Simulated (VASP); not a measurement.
Wanted: the native input for a VASP 6.6.1 run.

- Task: single point
- Functional: r2SCAN
- Dispersion: D3(BJ)
- Potentials or basis: VASP PAW PBE potentials, release 64 (Ga_d, N)
- Cutoff: 520 eV
- k mesh: 10 × 10 × 5
- Occupations: fermi-dirac, width 0.05 eV
- Spin: no spin polarisation
- Dipole correction: no
- Further INCAR settings: ALGO = Normal; EDIFF = 1e-06; NBANDS = 26

Crystal: GaN.

```
CELL_PARAMETERS angstrom
3.13702 0.00000 0.00000
-1.56851 2.71674 0.00000
0.00000 0.00000 5.09618
ATOMIC_POSITIONS crystal
Ga 0.66667 0.33333 0.50000
Ga 0.33333 0.66667 0.00000
N 0.66667 0.33333 0.87500
N 0.33333 0.66667 0.37500
```

The input as run:

POSCAR

```
GaN
1.0
    3.1370217585      0.0000000000      0.0000000000
   -1.5685108793      2.7167405351      0.0000000000
    0.0000000000      0.0000000000      5.0961806304
Ga N
2 2
Direct
    0.6666666667      0.3333333333      0.5000000000
    0.3333333333      0.6666666667      0.0000000000
    0.6666666667      0.3333333333      0.8750000000
    0.3333333333      0.6666666667      0.3750000000
```

INCAR.step1

```
SYSTEM = GaN
PREC = Accurate
ENCUT = 520
ISMEAR = -1
SIGMA = 0.05
LREAL = .False.
LASPH = .True.
NELM = 100
NBANDS = 26
GGA = PE
ALGO = Normal
EDIFF = 1E-4
LWAVE = .True.
LCHARG = .False.
```

INCAR.step2

```
SYSTEM = GaN
PREC = Accurate
ENCUT = 520
EDIFF = 1E-6
ISMEAR = -1
SIGMA = 0.05
LREAL = .False.
LASPH = .True.
NELM = 100
ALGO = Normal
ISIF = 2
LWAVE = .False.
LCHARG = .False.
METAGGA = R2SCAN
LMIXTAU = .True.
IVDW = 12
VDW_S6 = 1.0
VDW_S8 = 0.78981345
VDW_A1 = 0.49484001
VDW_A2 = 5.73083694
NBANDS = 26
ISTART = 1
```

KPOINTS

```
regular mesh
0
Gamma
  10 10 5
  0 0 0
```

Potentials or basis: VASP PAW PBE potentials, release 64 (Ga_d, N).

Command:

```bash
$ cat potpaw_PBE.64/Ga_d/POTCAR potpaw_PBE.64/N/POTCAR > POTCAR
$ cp INCAR.step1 INCAR
$ mpirun -np 1 vasp_std > vasp.out
$ cp INCAR.step2 INCAR
$ mpirun -np 1 vasp_std > vasp.out
```

Results of the run:

- Pressure: 9.4 GPa
- Largest force: 0.155 eV/Å
- Band gap on the k mesh: 2.66 eV, direct
- Dispersion energy per atom: -0.126 eV

Caveat: the PAW data sets were made with another functional, which shifts forces and pressure a little.

Wall time 110 s on 1 thread of Intel Xeon 6975P-C (shared host), peak memory 0.2 GiB.
